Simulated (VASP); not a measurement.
A run of VASP 6.6.1 is set up as follows.

The input INCAR:

```
SYSTEM = Ti3Al5
ALGO     = All            ! electronic algorithm
EDIFF    = 1E-6           ! SCF threshold, eV
ENCUT    = 550            ! plane-wave cutoff, eV
GGA      = PS             ! functional
GGA_COMPAT= .False.      
ISEARCH  = 1            
ISIF     = 2              ! what is computed and relaxed
ISMEAR   = 0              ! smearing method
KPAR     = 4            
LASPH    = .True.         ! aspherical terms in the spheres
LCHARG   = .False.        ! write CHGCAR
LREAL    = .False.        ! projectors in reciprocal space
LWAVE    = .False.        ! write WAVECAR
NBANDS   = 36             ! bands
NELM     = 300            ! most SCF steps
PREC     = Accurate       ! precision mode
SIGMA    = 0.15           ! smearing width, eV
```

The input KPOINTS:

```
k-points
0
Gamma
  10 10 6
  0 0 0
```

POSCAR

```
Ti3Al5
1.0
    3.8854354518      0.0000000000      0.0000000000
    0.0000000000      4.0017892621      0.0000000000
    0.0000000000      0.0000000000      8.4147968991
Ti Al
3 5
Direct
    0.0000000000      0.5000000000      0.2646132917
    0.0000000000      0.5000000000      0.7353867083
    0.5000000000      0.5000000000      0.0000000000
    0.0000000000      0.0000000000      0.0000000000
    0.0000000000      0.0000000000      0.5000000000
    0.5000000000      0.5000000000      0.5000000000
    0.5000000000      0.0000000000      0.2417027397
    0.5000000000      0.0000000000      0.7582972603
```

Potentials or basis: VASP PAW PBE potentials, release 64 (Ti_sv, Al).

Launch:

```sh
$ cat potpaw_PBE.64/Ti_sv/POTCAR potpaw_PBE.64/Al/POTCAR > POTCAR
$ mpirun -np 4 vasp_std > vasp.out
```

(1) What does it give for the band gap on the k mesh?

(2) What does it give for the largest force?

(3) What does it give for the pressure?

Answers

(1) zero (an odd number of electrons rules out a gap without spin polarisation).

(2) 0.097 eV/Å.

(3) -4.6 GPa.

Caveat: the cell differs from its parent crystal (strain +0.0450 x Voigt [0, 0, 1, 0, 0, 0]); the stress differs along the axes, from -8 to -3 GPa; the PAW data sets were made with another functional, which shifts forces and pressure a little.
